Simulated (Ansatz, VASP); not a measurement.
# One calculation of SiC, two programs

File INCAR:

```
  PREC = Accurate
  ENCUT = 520
  EDIFF = 1E-7
  ISMEAR = -1
  SIGMA = 0.05
  LREAL = F
  LASPH = T
  NELM = 60
  ALGO = Normal
  ISIF = 2
  LWAVE = F
  LCHARG = F
  GGA = PE
  NBANDS = 11
```

The input KPOINTS:

```
regular mesh
0
Gamma
  16 16 16
```

POSCAR

```
SiC
1.0
    0.0000000000      2.1919677570      2.1919677570
    2.1919677570      0.0000000000      2.1919677570
    2.1919677570      2.1919677570      0.0000000000
Si C
1 1
Direct
    0.0000000000      0.0000000000      0.0000000000
    0.7500000000      0.7500000000      0.7500000000
```

Input for Ansatz:

```yaml
crystal:
  lattice:
    - [0.0, 2.191967757, 2.191967757]
    - [2.191967757, 0.0, 2.191967757]
    - [2.191967757, 2.191967757, 0.0]
  atoms:
    - { symbol: Si, position: [0.0, 0.0, 0.0] }
    - { symbol: C, position: [0.75, 0.75, 0.75] }
kpoints:
  mp_grid: { grid: [16, 16, 16] }
scf:
  occupations: { method: fermi_dirac, width: 0.05 }
hamiltonian:
  xc: pbe
  pseudopotentials: { kind: all_electron, lapw: { basis_error: 0.00025 } }
output:
  forces: true
  stress: true
  eigenvalues: true
```

Change from the starting cell: volume scaled by 1.025.

Alike in both runs: task single point; functional PBE; k mesh 16 × 16 × 16; occupations fermi-dirac, width 0.05 eV; no spin polarisation.

|  | VASP | Ansatz |
| --- | --- | --- |
| version | VASP 6.6.1 | Ansatz 0.2.0 |
| potentials or method | VASP PAW PBE potentials, release 64 (Si, C), cutoff 520 eV | all-electron LAPW, scalar-relativistic |

|  | VASP | Ansatz | Ansatz less VASP |
| --- | --- | --- | --- |
| pressure (GPa) | -0.7 | -0.6 | +0.06 |

Ansatz ran all-electron here, and VASP with PAW potentials.
